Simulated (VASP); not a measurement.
A run of VASP 6.6.1 is set up as follows.

INCAR

```
SYSTEM = Re
PREC = Accurate
ENCUT = 520
EDIFF = 1E-6
ISMEAR = 0
SIGMA = 0.1
LREAL = .False.
LASPH = .True.
NELM = 100
ALGO = Normal
ISIF = 2
LWAVE = .False.
LCHARG = .True.
GGA = PE
LELF = .True.
LVHAR = .True.
NBANDS = 14
```

The input KPOINTS:

```
regular mesh
0
Gamma
  20 20 20
  0 0 0
```

The input POSCAR:

```
Re
1.0
    1.4117918209     -4.0623145473      0.0000000000
    1.4117918209      4.0623145473      0.0000000000
    0.0000000000      0.0000000000      2.7842211769
Re
2
Direct
    0.8611981104      0.1388018896      0.7500000000
    0.1388018896      0.8611981104      0.2500000000
```

Potentials or basis: VASP PAW PBE potentials, release 64 (Re).

Launch:

```sh
$ cat potpaw_PBE.64/Re/POTCAR > POTCAR
$ mpirun -np 1 vasp_std > vasp.out
```

Predict the band gap on the k mesh.

zero (band 7 reaches 10.50 eV, above the bottom of band 8 at 6.09 eV).

Predict the largest force.

0.005 eV/Å.

Stress tensor (GPa, compression positive):
```
-0.28  0.00  0.00
 0.00 -0.99  0.00
 0.00  0.00 -0.52
```

Caveat: spin-orbit coupling is left out, which moves the levels of the heavy elements.
